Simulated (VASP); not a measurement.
ZnSe, 2 atoms in the cell. It takes space group F-43m (No. 216, cubic). Conventional cell: a = 5.563 Å, b = 5.563 Å, c = 5.563 Å, α = 90.00°, β = 90.00°, γ = 90.00°. Within 3.2 Å of Zn (site symmetry -43m) lie 4 Se at 2.41 Å. Within 3.2 Å of Se (site symmetry -43m) lie 4 Zn at 2.41 Å. 

| Item | Value |
| --- | --- |
| Program | VASP 6.6.1 |
| Task | single point |
| Functional | r2SCAN |
| Potentials or basis | VASP PAW PBE potentials, release 64 (Zn, Se) |
| Cutoff | 520 eV |
| k mesh | 8 × 8 × 8 |
| Occupations | gaussian, width 0.01 eV |
| Spin | no spin polarisation |
| Dipole correction | no |
| Further INCAR settings | ALGO = Normal; EDIFF = 1e-06; NBANDS = 16 |

Potentials or basis: VASP PAW PBE potentials, release 64 (Zn, Se).

Launch:

```console
$ cat potpaw_PBE.64/Zn/POTCAR potpaw_PBE.64/Se/POTCAR > POTCAR
$ cp INCAR.step1 INCAR
$ mpirun -np 1 vasp_std > vasp.out
$ cp INCAR.step2 INCAR
$ mpirun -np 1 vasp_std > vasp.out
```

Hardware: 1 thread of Intel(R) Xeon(R) Platinum 8259CL CPU @ 2.50GHz (Skylake/Cascade Lake) (shared host).

Problem. Estimate the wall time of this run.

Solution. Wall time 92 s on 1 thread of Intel(R) Xeon(R) Platinum 8259CL CPU @ 2.50GHz (Skylake/Cascade Lake), on a shared host, peak memory 0.18 GiB. Counts: k points 29.
